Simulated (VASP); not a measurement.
# HfS2 (P-3m1) in VASP: single point with PBE

Aim: the single point of HfS2 with PBE.

Everything below comes from runs of VASP 6.6.1. Logs are shortened: lines on timing, memory, paths and dates and some standing lists are left out, and cuts for length are marked.

## 1. The cell of the first run

The structure is trigonal, space group P-3m1 (No. 164). Conventional cell: a = 3.630 Å, b = 3.630 Å, c = 5.879 Å, α = 90.00°, β = 90.00°, γ = 120.00°. Within 3.4 Å of Hf (site symmetry -3m) lie 6 S at 2.54 Å. Within 3.4 Å of S (site symmetry 3m) lie 3 Hf at 2.54 Å.

## 2. Single point, PBE, non-collinear spin, zero start, spin-orbit coupling

INCAR reads:

```
PREC     = Accurate       # precision mode
ENCUT    = 500            # plane-wave cutoff, eV
EDIFF    = 1E-6           # SCF threshold, eV
ISMEAR   = -1             # smearing method
SIGMA    = 0.02           # smearing width, eV
LREAL    = False          # projectors in reciprocal space
LASPH    = True           # aspherical terms in the spheres
NELM     = 200            # most SCF steps
ALGO     = Normal         # electronic algorithm
ISIF     = 2              # what is computed and relaxed
LWAVE    = False          # write WAVECAR
LCHARG   = False          # write CHGCAR
MAGMOM   = 0 0 0 0 0 0 0 0 0 # initial moments
LORBIT   = 11             # projections on sites
LSORBIT  = True           # spin-orbit coupling
GGA_COMPAT= False        
LORBMOM  = True         
LMAXMIX  = 4              # l up to which the mixer works
GGA      = PE             # functional
NBANDS   = 35             # bands
```

KPOINTS reads:

```
Automatic mesh
0
Gamma
  12 12 4
```

POSCAR reads:

```
HfS2
1.0
    3.6302450468      0.0000000000      0.0000000000
   -1.8151225234      3.1438844325      0.0000000000
    0.0000000000      0.0000000000      5.8787062933
Hf S
1 2
Direct
    0.0000000000      0.0000000000      0.0000000000
    0.6666666667      0.3333333333      0.7553800778
    0.3333333333      0.6666666667      0.2446199222
```

Potentials or basis: VASP PAW PBE potentials, release 64 (Hf_pv, S).

Launch:

```sh
> cat potpaw_PBE.64/Hf_pv/POTCAR potpaw_PBE.64/S/POTCAR > POTCAR
> mpirun -np 1 vasp_ncl > vasp.out
```

OUTCAR:

```text
PREC = Accurate
   ENCUT = 500
   EDIFF = 1E-6
   ISMEAR = -1
   LREAL = False
   LASPH = True
   NELM = 200
   ISIF = 2
   LORBIT = 11
   LSORBIT = True
   GGA = PE

 ion  position               nearest neighbor table
   1  0.000  0.000  0.000-   2 2.54   3 2.54   2 2.54   3 2.54   2 2.54   3 2.54
   2  0.667  0.333  0.755-   1 2.54   1 2.54   1 2.54
   3  0.333  0.667  0.245-   1 2.54   1 2.54   1 2.54

  LATTYP: Found a hexagonal cell.
 ALAT       =     3.6302450468
 C/A-ratio  =     1.6193690006

  Lattice vectors:

 A1 = (   3.6302450468,   0.0000000000,   0.0000000000)
 A2 = (  -1.8151225234,   3.1438844325,   0.0000000000)
 A3 = (   0.0000000000,   0.0000000000,   5.8787062933)

Analysis of symmetry for initial positions (statically):
=====================================================================
 Subroutine PRICEL returns:
 Original cell was already a primitive cell.

 Routine SETGRP: Setting up the symmetry group for a
 hexagonal supercell.

 Subroutine GETGRP returns: Found 12 space group operations
 (whereof 12 operations were pure point group operations)
 out of a pool of 24 trial point group operations.

The static configuration has the point symmetry D_3d.

Analysis of symmetry for dynamics (positions and initial velocities):
=====================================================================
 Subroutine PRICEL returns:
 Original cell was already a primitive cell.

 Routine SETGRP: Setting up the symmetry group for a
 hexagonal supercell.

 Subroutine GETGRP returns: Found 12 space group operations
 (whereof 12 operations were pure point group operations)
 out of a pool of 24 trial point group operations.

The dynamic configuration has the point symmetry D_3d.

Analysis of structural, dynamic, and magnetic symmetry:
=====================================================================
 Subroutine PRICEL returns:
 Original cell was already a primitive cell.

 Routine SETGRP: Setting up the symmetry group for a
 hexagonal supercell.

 Subroutine GETGRP returns: Found 12 space group operations
 (whereof 12 operations were pure point group operations)
 out of a pool of 24 trial point group operations.

The overall configuration has the point symmetry D_3d.

 Subroutine INISYM returns: Found 12 space group operations
 (whereof 12 operations are pure point group operations),
 and found     1 'primitive' translations

----------------------------------------------------------------------------------------

                                     Primitive cell

  volume of cell :      67.0941

  direct lattice vectors                    reciprocal lattice vectors
     3.630245047  0.000000000  0.000000000     0.275463498  0.159038925  0.000000000
    -1.815122523  3.143884433  0.000000000     0.000000000  0.318077850  0.000000000
     0.000000000  0.000000000  5.878706293     0.000000000  0.000000000  0.170105453

  length of vectors
     3.630245047  3.630245047  5.878706293     0.318077850  0.318077850  0.170105453

  position of ions in fractional coordinates (direct lattice)
     0.000000000  0.000000000  0.000000000
     0.666666667  0.333333333  0.755380078
     0.333333333  0.666666667  0.244619922

  ion indices of the primitive-cell ions
   primitive index   ion index
                 1           1
                 2           2
                 3           3

----------------------------------------------------------------------------------------

 KPOINTS: Automatic mesh

Automatic generation of k-mesh.
 Grid dimensions read from file:
 generate k-points for:   12   12    4

 Generating k-lattice:

  Cartesian coordinates                     Fractional coordinates (reciprocal lattice)
     0.022955292  0.013253244  0.000000000     0.083333333 -0.000000000  0.000000000
     0.000000000  0.026506487  0.000000000     0.000000000  0.083333333  0.000000000
     0.000000000  0.000000000  0.042526363     0.000000000  0.000000000  0.250000000

  Length of vectors
     0.026506487  0.026506487  0.042526363
[... 96 lines left out ...]

 number of electron      22.0000000 magnetization       0.0000000     -0.0000000     -0.0000000

 Free energy of the ion-electron system (eV)
  ---------------------------------------------------
  ext. energy  EPLUGINS =         0.00000000
  ---------------------------------------------------
  free energy    TOTEN  =       -23.54495566 eV

  energy without entropy =      -23.54495566  energy(sigma->0) =      -23.54495566

 E-fermi :   3.7019     XC(G=0):  -9.6378

 val. band max:        3.3123503666   @ k =   0.0833  -0.0000   0.0000
 cond. band min:       4.3384377632   @ k =   0.5000  -0.0000   0.5000
 fundamental gap:      1.0260873967
 Fermi energy:         3.7018616954

 k-point     1 :       0.0000    0.0000    0.0000
  band No.  band energies     occupation
      1     -32.1834      1.00000
      2     -32.1834      1.00000
      3     -25.2529      1.00000
      4     -25.2529      1.00000
      5     -25.1529      1.00000
      6     -25.1529      1.00000
[... 877 lines left out ...]
     33      10.3275      0.00000
     34      10.3275      0.00000

 [... further k-points ...]

 [bands above 34 left out]

------------------------ aborting loop because EDIFF is reached ----------------------------------------

  FORCE on cell =-STRESS in cart. coord.  units (eV):
  Direction    XX          YY          ZZ          XY          YZ          ZX
  --------------------------------------------------------------------------------------
  -------------------------------------------------------------------------------------
  Total        0.4954659      0.4954659      0.9231964      0.0000000      0.0000000      0.0000000
  in kB       11.8315076     11.8315076     22.0455224      0.0000000      0.0000000      0.0000000
  external PRESSURE =      15.2361792 kB  Pullay stress =       0.0000000 kB

 VOLUME and BASIS-vectors are now :
 -----------------------------------------------------------------------------
  energy-cutoff  :      500.00
  volume of cell :       67.09
      direct lattice vectors                 reciprocal lattice vectors
     3.630245047  0.000000000  0.000000000     0.275463498  0.159038925  0.000000000
    -1.815122523  3.143884433  0.000000000     0.000000000  0.318077850  0.000000000
     0.000000000  0.000000000  5.878706293     0.000000000  0.000000000  0.170105453

 POSITION                                       TOTAL-FORCE (eV/Angst)
 -----------------------------------------------------------------------------------
      0.00000      0.00000      0.00000        -0.000000      0.000000      0.000000
      1.81512      1.04796      4.44066         0.000000     -0.000000     -0.059404
     -0.00000      2.09592      1.43805        -0.000000      0.000000      0.059404
 -----------------------------------------------------------------------------------
    total drift:                                0.000000     -0.000000     -0.000000

  FREE ENERGIE OF THE ION-ELECTRON SYSTEM (eV)
  ---------------------------------------------------
  free  energy   TOTEN  =       -23.5449556618 eV

  energy  without entropy=      -23.5449556618  energy(sigma->0) =      -23.54495566

 orbital moment (x)

 # of ion     p       d       tot
 ----------------------------------------
  1        -0.000   0.000   0.000
  2        -0.000   0.000  -0.000
  3        -0.000   0.000  -0.000
 ----------------------------------------
           -0.000   0.000  -0.000

 orbital moment (y)

 # of ion     p       d       tot
 ----------------------------------------
  1        -0.000   0.000  -0.000
  2         0.000   0.000   0.000
  3         0.000   0.000   0.000
 ----------------------------------------
            0.000   0.000   0.000

 orbital moment (z)

 # of ion     p       d       tot
 ----------------------------------------
  1         0.000   0.000   0.000
  2         0.000   0.000   0.000
  3         0.000   0.000   0.000
 ----------------------------------------
            0.000   0.000   0.000

 Spin-Orbit-Coupling matrix elements

 Ion:    1  E_soc:     -1.2870349
 l=   1
     0.0000000    -0.2082481    -0.2086270
    -0.2082481     0.0000000    -0.2082481
    -0.2086270    -0.2082481     0.0000000
 l=   2
     0.0000000    -0.0013405     0.0000000    -0.0013405    -0.0046203
    -0.0013405     0.0000000    -0.0034216    -0.0015687    -0.0013405
     0.0000000    -0.0034216     0.0000000    -0.0034216     0.0000000
    -0.0013405    -0.0015687    -0.0034216     0.0000000    -0.0013405
    -0.0046203    -0.0013405     0.0000000    -0.0013405     0.0000000
 l=   3
     0.0000000     0.0000000     0.0000000     0.0000000     0.0000000     0.0000000     0.0000000
     0.0000000     0.0000000     0.0000000     0.0000000     0.0000000     0.0000000     0.0000000
     0.0000000     0.0000000     0.0000000     0.0000000     0.0000000     0.0000000     0.0000000
     0.0000000     0.0000000     0.0000000     0.0000000     0.0000000     0.0000000     0.0000000
[... 29 lines left out ...]
 l=   2
     0.0000000     0.0000000     0.0000000     0.0000000     0.0000000
     0.0000000     0.0000000     0.0000000     0.0000000     0.0000000
     0.0000000     0.0000000     0.0000000     0.0000000     0.0000000
     0.0000000     0.0000000     0.0000000     0.0000000     0.0000000
     0.0000000     0.0000000     0.0000000     0.0000000     0.0000000
 l=   3
     0.0000000     0.0000000     0.0000000     0.0000000     0.0000000     0.0000000     0.0000000
     0.0000000     0.0000000     0.0000000     0.0000000     0.0000000     0.0000000     0.0000000
     0.0000000     0.0000000     0.0000000     0.0000000     0.0000000     0.0000000     0.0000000
     0.0000000     0.0000000     0.0000000     0.0000000     0.0000000     0.0000000     0.0000000
     0.0000000     0.0000000     0.0000000     0.0000000     0.0000000     0.0000000     0.0000000
     0.0000000     0.0000000     0.0000000     0.0000000     0.0000000     0.0000000     0.0000000
     0.0000000     0.0000000     0.0000000     0.0000000     0.0000000     0.0000000     0.0000000

 total charge

# of ion       s       p       d       tot
------------------------------------------
    1        0.311   6.579   1.445   8.335
    2        1.342   2.431   0.000   3.773
    3        1.342   2.431   0.000   3.773
--------------------------------------------------
tot          2.995  11.440   1.445  15.880

 magnetization (x)

# of ion       s       p       d       tot
------------------------------------------
    1        0.000   0.000   0.000   0.000
    2        0.000   0.000   0.000   0.000
    3        0.000   0.000   0.000   0.000
--------------------------------------------------
tot          0.000   0.000   0.000   0.000

 magnetization (y)

# of ion       s       p       d       tot
------------------------------------------
    1        0.000   0.000   0.000   0.000
    2        0.000   0.000   0.000   0.000
    3       -0.000   0.000   0.000  -0.000
--------------------------------------------------
tot          0.000   0.000   0.000   0.000

 magnetization (z)

# of ion       s       p       d       tot
------------------------------------------
    1        0.000   0.000  -0.000   0.000
    2        0.000   0.000   0.000   0.000
    3        0.000   0.000   0.000   0.000
--------------------------------------------------
tot          0.000   0.000  -0.000   0.000
```

Run time: 5.3 min. Hardware: 1 thread of Oxide Virtual Turin-like, shared host; peak memory 0.43 GiB.

What came out:

```yaml
Free_energy: -23.5450 eV
Pressure: 1.5 GPa
Largest_force: 0.059 eV/Å
Net_moment: 0.00 μB per cell
Valence_electrons_inside_the_program's_atomic_spheres: Hf 8.34; S 3.77
```

Forces in eV/Å, atoms in the order of the input:
```
Hf   0.000  0.000  0.000
S    0.000  0.000 -0.059
S    0.000  0.000  0.059
```

Moments on the atoms (μB; x, y, z):
```
Hf  0.00 0.00 0.00
S   0.00 0.00 0.00
S   0.00 0.00 0.00
```

Caveat: this functional lacks dispersion, which binds layers or chains, so the pressure and a relaxed spacing across them are unreliable.
